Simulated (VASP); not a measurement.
# GaP (R-3m) in VASP: a series of runs

GaP is run at these levels: LDA; tasks: single point.

All numbers are computed with VASP 6.6.1; they aren't measurements. Logs are shortened: lines on timing, memory, paths and dates and some standing lists are left out, and cuts for length are marked.

## Step 1: The cell of the first run

It takes space group R-3m (No. 166, trigonal). Conventional cell: a = 3.575 Å, b = 3.575 Å, c = 20.064 Å, α = 90.00°, β = 90.00°, γ = 120.00°. Ga (site symmetry 3m) has 3 P at 2.25 Å and 1 Ga at 2.59 Å within 3.0 Å. P (site symmetry 3m) has 3 Ga at 2.25 Å and 1 P at 2.30 Å within 3.0 Å.

## Step 2: Single point, LDA (strain -0.080 along x and y, +0.040 along z)

Contents of INCAR:

```
PREC = Accurate
ENCUT = 520
EDIFF = 1E-6
ISMEAR = 0
SIGMA = 0.05
LREAL = F
LASPH = T
NELM = 100
ALGO = Normal
ISIF = 2
LWAVE = F
LCHARG = T
LELF = T
LVHAR = T
NBANDS = 26
```

Contents of KPOINTS:

```
regular mesh
0
Gamma
  12 12 12
```

Contents of POSCAR:

```
GaP
1.0
    1.7875739614      1.0320563078      6.6880425043
   -1.7875739614      1.0320563078      6.6880425043
    0.0000000000     -2.0641126157      6.6880425043
Ga P
2 2
Direct
    0.4353720000      0.4353720000      0.4353720000
    0.5646280000      0.5646280000      0.5646280000
    0.0573890000      0.0573890000      0.0573890000
    0.9426110000      0.9426110000      0.9426110000
```

Potentials or basis: VASP PAW LDA potentials, release 64 (Ga_d, P).

Launch:

```console
$ cat potpaw_LDA.64/Ga_d/POTCAR potpaw_LDA.64/P/POTCAR > POTCAR
$ mpirun -np 1 vasp_std > vasp.out
```

OUTCAR:

```text
PREC = Accurate
   ENCUT = 520
   EDIFF = 1E-6
   ISMEAR = 0
   LREAL = F
   LASPH = T
   NELM = 100
   ISIF = 2

 ion  position               nearest neighbor table
   1  0.435  0.435  0.435-   3 2.25   3 2.25   3 2.25   2 2.59
   2  0.565  0.565  0.565-   4 2.25   4 2.25   4 2.25   1 2.59
   3  0.057  0.057  0.057-   1 2.25   1 2.25   1 2.25   4 2.30
   4  0.943  0.943  0.943-   2 2.25   2 2.25   2 2.25   3 2.30

  LATTYP: Found a trigonal (rhomboedric) cell.
 ALAT       =     6.9993194976
 COS(alpha) =     0.8695493044

  Lattice vectors:

 A1 = (   1.7875739614,   1.0320563078,   6.6880425043)
 A2 = (  -1.7875739614,   1.0320563078,   6.6880425043)
 A3 = (   0.0000000000,  -2.0641126157,   6.6880425043)

Analysis of symmetry for initial positions (statically):
=====================================================================
 Subroutine PRICEL returns:
 Original cell was already a primitive cell.

 Routine SETGRP: Setting up the symmetry group for a
 trigonal (rhombohedral) supercell.

 Subroutine GETGRP returns: Found 12 space group operations
 (whereof 12 operations were pure point group operations)
 out of a pool of 12 trial point group operations.

The static configuration has the point symmetry D_3d.

Analysis of symmetry for dynamics (positions and initial velocities):
=====================================================================
 Subroutine PRICEL returns:
 Original cell was already a primitive cell.

 Routine SETGRP: Setting up the symmetry group for a
 trigonal (rhombohedral) supercell.

 Subroutine GETGRP returns: Found 12 space group operations
 (whereof 12 operations were pure point group operations)
 out of a pool of 12 trial point group operations.

The dynamic configuration has the point symmetry D_3d.

 Subroutine INISYM returns: Found 12 space group operations
 (whereof 12 operations are pure point group operations),
 and found     1 'primitive' translations

----------------------------------------------------------------------------------------

                                     Primitive cell

  volume of cell :      74.0317

  direct lattice vectors                    reciprocal lattice vectors
     1.787573961  1.032056308  6.688042504     0.279708706  0.161489897  0.049840194
    -1.787573961  1.032056308  6.688042504    -0.279708706  0.161489897  0.049840194
     0.000000000 -2.064112616  6.688042504     0.000000000 -0.322979794  0.049840194

  length of vectors
     6.999319498  6.999319498  6.999319498     0.326802681  0.326802681  0.326802681

  position of ions in fractional coordinates (direct lattice)
     0.435372000  0.435372000  0.435372000
     0.564628000  0.564628000  0.564628000
     0.057389000  0.057389000  0.057389000
     0.942611000  0.942611000  0.942611000

  ion indices of the primitive-cell ions
   primitive index   ion index
                 1           1
                 2           2
                 3           3
                 4           4

----------------------------------------------------------------------------------------

 KPOINTS: regular mesh

Automatic generation of k-mesh.
 Grid dimensions read from file:
 generate k-points for:   12   12   12

 Generating k-lattice:

  Cartesian coordinates                     Fractional coordinates (reciprocal lattice)
     0.023309059  0.013457491  0.004153349     0.083333333 -0.000000000  0.000000000
    -0.023309059  0.013457491  0.004153349    -0.000000000  0.083333333  0.000000000
     0.000000000 -0.026914983  0.004153349     0.000000000  0.000000000  0.083333333

  Length of vectors
     0.027233557  0.027233557  0.027233557

  Shift w.r.t. Gamma in fractional coordinates (k-lattice)
     0.000000000  0.000000000  0.000000000

 Subroutine IBZKPT returns following result:
 ===========================================

 Found    189 irreducible k-points:

 Following reciprocal coordinates:
            Coordinates               Weight
  0.000000  0.000000  0.000000      1.000000
  0.083333 -0.000000  0.000000      6.000000
  0.166667 -0.000000  0.000000      6.000000
  0.250000  0.000000  0.000000      6.000000
  0.333333 -0.000000  0.000000      6.000000
  0.416667  0.000000  0.000000      6.000000
[... 16 lines left out ...]
  0.500000  0.166667  0.000000     12.000000
 -0.416667  0.166667 -0.000000     12.000000
 [... further k-points ...]
   k-points           NKPTS =    189   k-points in BZ     NKDIM =    189   number of bands    NBANDS=     26
   number of dos      NEDOS =    301   number of ions     NIONS =      4
   total plane-waves  NPLWV = 157464
   dimension x,y,z NGX =    54 NGY =   54 NGZ =   54
   dimension x,y,z NGXF=   108 NGYF=  108 NGZF=  108
   ions per type =               2   2
   NGX,Y,Z   is equivalent  to a cutoff of  12.83, 12.83, 12.83 a.u.
   NGXF,Y,Z  is equivalent  to a cutoff of  25.65, 25.65, 25.65 a.u.
 SYSTEM =  unknown system
   PREC   = accura    normal or accurate (medium, high low for compatibility)
   ISTART =      0    job   : 0-new  1-cont  2-samecut
   ICHARG =      2    charge: 1-file 2-atom 10-const
   ISPIN  =      1    spin polarized calculation?
   LNONCOLLINEAR =      F non collinear calculations
   LSORBIT =      F    spin-orbit coupling
   LASPH  =      T    aspherical Exc in radial PAW
   ENCUT  =  520.0 eV  38.22 Ry    6.18 a.u.  13.01 13.01 13.01*2*pi/ulx,y,z
   NELM   =    100;   NELMIN=  2; NELMDL= -5     # of ELM steps
   EDIFF  = 0.1E-05   stopping-criterion for ELM
   LREAL  =      F    real-space projection
   EDIFFG = 0.1E-04   stopping-criterion for IOM
   NSW    =      0    number of steps for IOM
   IBRION =     -1    ionic relax: 0-MD 1-quasi-New 2-CG
   NFREE  =      0    steps in history (QN), initial steepest desc. (CG)
   ISIF   =      2    stress and relaxation
   ISYM   =      2    0-nonsym 1-usesym 2-fastsym
   POTIM  = 0.5000    time-step for ionic-motion
   TEBEG  =    0.0;   TEEND  =   0.0 temperature during run
   PSTRESS=    0.0 pullay stress
   NELECT =      36.0000    total number of electrons
   NUPDOWN=      -1.0000    fix difference up-down
   EMIN   =  10.00;   EMAX   =-10.00  energy-range for DOS
   EFERMI =   0.00;   METHOD = LEGACY
   ISMEAR =     0;   SIGMA  =   0.05  broadening in eV -4-tet -1-fermi 0-gaus
   EFERMI_NEDOS =   21; number of points for ismear=-14 and -15
   IALGO  =     38    algorithm
   IMIX   =      4    mixing-type and parameters
     AMIX     =   0.40;   BMIX     =  1.00
     AMIX_MAG =   1.60;   BMIX_MAG =  1.00
  volume/ion in A,a.u.               =      18.51       124.90
  Fermi-wavevector in a.u.,A,eV,Ry     =   1.287369  2.432775 22.549199  1.657319
  Thomas-Fermi vector in A             =   2.419388
   LORBIT       =      0    0 simple, 1 ext, 2 COOP (PROOUT), +10 PAW based schemes
   GGA     = CA    functional components
   LHFCALC =     F    Hartree Fock is set to
   AEXX    =    0.0000 exact exchange contribution
   IVDW    =     0    specifies the selected vdW correction
   LEPSILON=     F    determine dielectric tensor
   LRPA    =     F    only Hartree local field effects (RPA)
 non-spin polarized calculation
 Gauss-broadening in eV      SIGMA  =   0.05
  energy-cutoff  :      520.00
  volume of cell :       74.03
 maximum number of plane-waves:      2020
 NGX is ok and might be reduce to    54
   NGX = 25   NGY = 25   NGZ = 25

 number of electron      35.9999993 magnetization

 Free energy of the ion-electron system (eV)
  ---------------------------------------------------
  ext. energy  EPLUGINS =         0.00000000
  ---------------------------------------------------
  free energy    TOTEN  =       -19.84940381 eV

  energy without entropy =      -19.84921433  energy(sigma->0) =      -19.84930907

 E-fermi :   5.9775     XC(G=0): -10.5794

 val. band max:        5.9693568974   @ k =   0.0833   0.0833   0.0833
 cond. band min:       5.9814088263   @ k =   0.0000   0.0000   0.0000
 fundamental gap:      0.0120519289
 Fermi energy:         5.9775079729

 k-point     1 :       0.0000    0.0000    0.0000
  band No.  band energies     occupation
      1      -9.3556      2.00000
      2      -9.2726      2.00000
      3      -9.2726      2.00000
      4      -9.2684      2.00000
      5      -9.2684      2.00000
      6      -9.1569      2.00000
[... 18 lines left out ...]
     25      10.5788      0.00000
     26      14.6802      0.00000

 k-point     2 :       0.0833   -0.0000    0.0000
  band No.  band energies     occupation
      1      -9.3601      2.00000
      2      -9.2831      2.00000
      3      -9.2771      2.00000
      4      -9.2690      2.00000
      5      -9.2630      2.00000
      6      -9.1605      2.00000
[... 18 lines left out ...]
     25      10.9003      0.00000
     26      14.1868      0.00000

 k-point     3 :       0.1667   -0.0000    0.0000
  band No.  band energies     occupation
      1      -9.3789      2.00000
      2      -9.3136      2.00000
      3      -9.2806      2.00000
      4      -9.2599      2.00000
      5      -9.2482      2.00000
      6      -9.1695      2.00000
[... 18 lines left out ...]
     25      11.7300      0.00000
     26      13.2011      0.00000

 k-point     4 :       0.2500    0.0000    0.0000
  band No.  band energies     occupation
      1      -9.4094      2.00000
      2      -9.3468      2.00000
      3      -9.2733      2.00000
      4      -9.2495      2.00000
      5      -9.2283      2.00000
      6      -9.1808      2.00000
[... 18 lines left out ...]
     25      12.7155      0.00000
     26      12.7746      0.00000
[... 496 lines left out ...]
      1      -9.4388      2.00000
      2      -9.3725      2.00000
      3      -9.2685      2.00000
      4      -9.2407      2.00000
      5      -9.2162      2.00000
      6      -9.1779      2.00000
[... 18 lines left out ...]
     25      12.1097      0.00000
     26      12.8559      0.00000

 k-point    23 :       0.5000    0.1667    0.0000
  band No.  band energies     occupation
      1      -9.4538      2.00000
      2      -9.3852      2.00000
      3      -9.2599      2.00000
      4      -9.2371      2.00000
      5      -9.2148      2.00000
      6      -9.1785      2.00000
[... 18 lines left out ...]
     25      13.1067      0.00000
     26      13.5306      0.00000

 k-point    24 :      -0.4167    0.1667   -0.0000
  band No.  band energies     occupation
      1      -9.4597      2.00000
      2      -9.3888      2.00000
      3      -9.2573      2.00000
      4      -9.2360      2.00000
      5      -9.2146      2.00000
      6      -9.1785      2.00000
[... 18 lines left out ...]
     25      12.4820      0.00000
     26      14.0961      0.00000

 [... further k-points ...]

------------------------ aborting loop because EDIFF is reached ----------------------------------------

  FORCE on cell =-STRESS in cart. coord.  units (eV):
  Direction    XX          YY          ZZ          XY          YZ          ZX
  --------------------------------------------------------------------------------------
  -------------------------------------------------------------------------------------
  Total        7.1760936      7.1760936     -4.5004946      0.0000000      0.0000000     -0.0000000
  in kB      155.3034092    155.3034092    -97.3986950      0.0000000      0.0000000     -0.0000000
  external PRESSURE =      71.0693745 kB  Pullay stress =       0.0000000 kB

 VOLUME and BASIS-vectors are now :
 -----------------------------------------------------------------------------
  energy-cutoff  :      520.00
  volume of cell :       74.03
      direct lattice vectors                 reciprocal lattice vectors
     1.787573961  1.032056308  6.688042504     0.279708706  0.161489897  0.049840194
    -1.787573961  1.032056308  6.688042504    -0.279708706  0.161489897  0.049840194
     0.000000000 -2.064112616  6.688042504     0.000000000 -0.322979794  0.049840194

 POSITION                                       TOTAL-FORCE (eV/Angst)
 -----------------------------------------------------------------------------------
      0.00000     -0.00000      8.73536         0.000000     -0.000000      1.001602
      0.00000     -0.00000     11.32877         0.000000      0.000000     -1.001602
      0.00000     -0.00000      1.15146         0.000000      0.000000     -1.115381
      0.00000     -0.00000     18.91267         0.000000     -0.000000      1.115381
 -----------------------------------------------------------------------------------
    total drift:                                0.000000      0.000000      0.000000

  FREE ENERGIE OF THE ION-ELECTRON SYSTEM (eV)
  ---------------------------------------------------
  free  energy   TOTEN  =       -19.8494038078 eV

  energy  without entropy=      -19.8492143317  energy(sigma->0) =      -19.84930907
```

It took 36 min on 1 thread of Intel Xeon 8259CL, shared host; peak memory 0.52 GiB.

What came out:

| Item | Value |
| --- | --- |
| Free energy | -19.8494 eV |
| Pressure | 7.1 GPa |
| Largest force | 1.115 eV/Å |
| Band gap on the k mesh | zero (bands 18 and 19 overlap by 0.05 eV) |

Forces on the atoms (eV/Å):
```
Ga   0.000  0.000  1.002
Ga   0.000  0.000 -1.002
P    0.000  0.000 -1.115
P    0.000  0.000  1.115
```

Stress tensor (GPa, compression positive):
```
15.53  0.00  0.00
 0.00 15.53  0.00
 0.00  0.00 -9.74
```

Caveat: the cell differs from its parent crystal (strain -0.080 along x and y, +0.040 along z); the cell stands under pressure; semilocal functionals underestimate gaps, so a narrow gap can read as zero; forces of over 1 eV/Å act on the atoms, so gaps and moduli don't describe the material at rest.

## Step 3: Single point, LDA (strain -0.080 along x and y, +0.080 along z)

Contents of INCAR:

```
PREC = Accurate
ENCUT = 520
EDIFF = 1E-6
ISMEAR = 0
SIGMA = 0.05
LREAL = False
LASPH = True
NELM = 100
ALGO = Normal
ISIF = 2
LWAVE = False
LCHARG = False
NBANDS = 26
```

Contents of KPOINTS:

```
Automatic mesh
0
Gamma
  12 12 12
```

Contents of POSCAR:

```
GaP
1.0
    1.7875739614      1.0320563078      6.9452749083
   -1.7875739614      1.0320563078      6.9452749083
    0.0000000000     -2.0641126157      6.9452749083
Ga P
2 2
Direct
    0.4353720000      0.4353720000      0.4353720000
    0.5646280000      0.5646280000      0.5646280000
    0.0573890000      0.0573890000      0.0573890000
    0.9426110000      0.9426110000      0.9426110000
```

Potentials or basis: VASP PAW LDA potentials, release 64 (Ga_d, P).

Launch:

```console
$ cat potpaw_LDA.64/Ga_d/POTCAR potpaw_LDA.64/P/POTCAR > POTCAR
$ mpirun -np 1 vasp_std > vasp.out
```

Run time: 30 min. Hardware: 1 thread of Intel Xeon 8259CL, shared host; peak memory 0.52 GiB.

Results (log left out):

| Item | Value |
| --- | --- |
| Free energy | -19.6309 eV |
| Pressure | 4.3 GPa |
| Largest force | 1.121 eV/Å |
| Band gap on the k mesh | zero (bands 18 and 19 overlap by 0.25 eV) |

Forces on the atoms (eV/Å):
```
Ga   0.000  0.000  0.871
Ga   0.000  0.000 -0.871
P    0.000  0.000 -1.121
P    0.000  0.000  1.121
```

Stress tensor (GPa, compression positive):
```
 13.51   0.00   0.00
  0.00  13.51   0.00
  0.00   0.00 -14.17
```

Levels at points of the mesh, in eV from the Fermi level:
| k point | band 14 | band 15 | band 16 | band 17 | band 18 | band 19 | band 20 | band 21 | band 22 | band 23 |
| --- | --- | --- | --- | --- | --- | --- | --- | --- | --- | --- |
| (0.00, 0.00, 0.00) | -1.06 | -1.06 | -0.93 | -0.48 | 0.14 | 0.14 | 2.59 | 3.72 | 4.38 | 4.38 |
| (0.50, 0.00, 0.00) | -6.68 | -4.79 | -2.83 | -2.62 | -1.89 | 1.74 | 1.90 | 2.87 | 3.37 | 5.02 |
| (0.50, 0.50, 0.00) | -7.41 | -4.42 | -2.81 | -1.57 | -1.05 | -0.11 | 0.75 | 1.83 | 3.34 | 4.69 |
| (0.50, 0.50, 0.50) | -4.70 | -0.99 | -0.99 | 0.00 | 0.00 | 2.60 | 3.35 | 4.43 | 4.43 | 5.03 |

Caveat: the cell differs from its parent crystal (strain -0.080 along x and y, +0.080 along z); the cell stands under pressure; semilocal functionals underestimate gaps, so a narrow gap can read as zero; forces of over 1 eV/Å act on the atoms, so gaps and moduli don't describe the material at rest.
